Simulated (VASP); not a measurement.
Input of a VASP 6.6.1 run:

The input INCAR:

```
PREC     = Accurate       # precision mode
ENCUT    = 600            # plane-wave cutoff, eV
EDIFF    = 1E-7           # SCF threshold, eV
ISMEAR   = 0              # smearing method
SIGMA    = 0.02           # smearing width, eV
LREAL    = False          # projectors in reciprocal space
LASPH    = True           # aspherical terms in the spheres
NELM     = 100            # most SCF steps
ALGO     = Normal         # electronic algorithm
ISIF     = 3              # what is computed and relaxed
LWAVE    = False          # write WAVECAR
LCHARG   = False          # write CHGCAR
GGA      = PE             # functional
IVDW     = 12             # dispersion correction
IBRION   = 2              # ionic algorithm
NSW      = 70             # ionic steps
EDIFFG   = -0.005         # ionic threshold
```

KPOINTS

```
regular mesh
0
Gamma
  9 9 4
```

File POSCAR:

```
LiCl
1.0
    3.9253803159      0.0000000000      0.0000000000
   -1.9626901580      3.3994790731      0.0000000000
    0.0000000000      0.0000000000      6.2893925612
Li Cl
2 2
Direct
    0.6666666667      0.3333333333      0.8777888619
    0.3333333333      0.6666666667      0.3777888619
    0.6666666667      0.3333333333      0.4972121381
    0.3333333333      0.6666666667      0.9972121381
```

Potentials or basis: VASP PAW PBE potentials, release 64 (Li_sv, Cl).

Command:

```sh
$ cat potpaw_PBE.64/Li_sv/POTCAR potpaw_PBE.64/Cl/POTCAR > POTCAR
$ mpirun -np 1 vasp_std > vasp.out
```

**Question.** Estimate the relaxed volume.

**Answer.** 19.65 Å³/atom.

**Question.** What does it give for the dispersion energy per atom?

**Answer.** -0.190 eV.

**Question.** Predict the band gap on the k mesh.

**Answer.** 6.17 eV.

Step by step:
| step | energy change (eV) | largest force (eV/Å) | pressure (GPa) | volume (Å³) |
| --- | --- | --- | --- | --- |
| 1 | 0.0000 | 0.0003 | -1.60 | 83.93 |
| 2 | -0.0199 | 0.0011 | -0.91 | 81.40 |
| 3 | -0.0280 | 0.0020 | -0.07 | 78.83 |
| 4 | -0.0281 | 0.0021 | 0.00 | 78.61 |

Caveat: the cutoff is under 1.25 times the usual one of these potentials, so pressure, stress and relaxed cells hold a basis-set (Pulay) error; an odd mesh through Γ misses points on the zone boundary, where band edges can lie.
